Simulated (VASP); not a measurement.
# Au: single point with PBE

The system is Au.

```xyz
1
Lattice="-1.6408 1.6408 1.6408 1.6408 -1.6408 1.6408 1.6408 1.6408 -1.6408" Properties=species:S:1:pos:R:3 pbc="T T T"
Au    0.0000    0.0000    0.0000
```

This cell differs from its parent crystal: volume scaled by 0.98.

```
Program             : VASP 6.6.1
Task                : single point
Functional          : PBE
Potentials or basis : VASP PAW PBE potentials, release 64 (Au)
Cutoff              : 520 eV
k mesh              : 20 × 20 × 20
Occupations         : fermi-dirac, width 0.15 eV
Spin                : no spin polarisation
```

The pressure is 2.7 GPa.

Levels at points of the mesh, in eV from the Fermi level:
```tsv
k point	band 3	band 4	band 5	band 6	band 7	band 8	band 9	band 10
(0.00, 0.00, 0.00)	-4.69	-4.69	-2.86	-2.86	16.50	16.50	16.50	23.68
(0.50, 0.00, 0.00)	-3.00	-2.68	-1.41	-0.48	3.36	12.36	13.67	21.33
(0.50, 0.50, 0.50)	-1.77	-1.77	-1.77	6.27	6.27	6.27	9.30	15.62
```

It took 2.3 min on 1 thread of AMD EPYC 7R13 (shared host), peak memory 0.15 GiB.

Caveat: spin-orbit coupling is left out, which moves the levels of the heavy elements.
